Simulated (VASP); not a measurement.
Here is a VASP 6.6.1 calculation.

INCAR

```
PREC = Accurate ; ENCUT = 600
EDIFF = 1E-6 ; ISMEAR = 0
SIGMA = 0.05 ; LREAL = False
LASPH = True ; NELM = 120
ALGO = Normal ; ISIF = 2
LWAVE = False ; LCHARG = False
GGA = PS ; NBANDS = 16
GGA_COMPAT = False
```

Contents of KPOINTS:

```
Automatic mesh
0
Gamma
  9 9 6
```

The input POSCAR:

```
MgO
1.0
    3.3077869865      0.0000000000      0.0000000000
   -1.6538934933      2.8646275606      0.0000000000
    0.0000000000      0.0000000000      4.9828816700
Mg O
2 2
Direct
    0.3333333333      0.6666666667      0.0021597400
    0.6666666667      0.3333333333      0.5021597400
    0.4344905490      0.7407188881      0.2820280087
    0.6666666667      0.3333333333      0.9024402600
```

Potentials or basis: VASP PAW PBE potentials, release 64 (Mg, O).

The run is started by

```console
$ cat potpaw_PBE.64/Mg/POTCAR potpaw_PBE.64/O/POTCAR > POTCAR
$ mpirun -np 1 vasp_std > vasp.out
```

(1) Predict the largest force.

(2) Estimate the pressure.

(3) Estimate the band gap on the k mesh.

Answers

(1) 24.822 eV/Å.

(2) 32.4 GPa.

(3) 2.71 eV, indirect (least direct gap 2.77 eV).

Caveat: the cell differs from its parent crystal (atom 3 (O) moved by (+0.300, -0.600) A along [1 1 0] and z); the PAW data sets were made with another functional, which shifts forces and pressure a little.
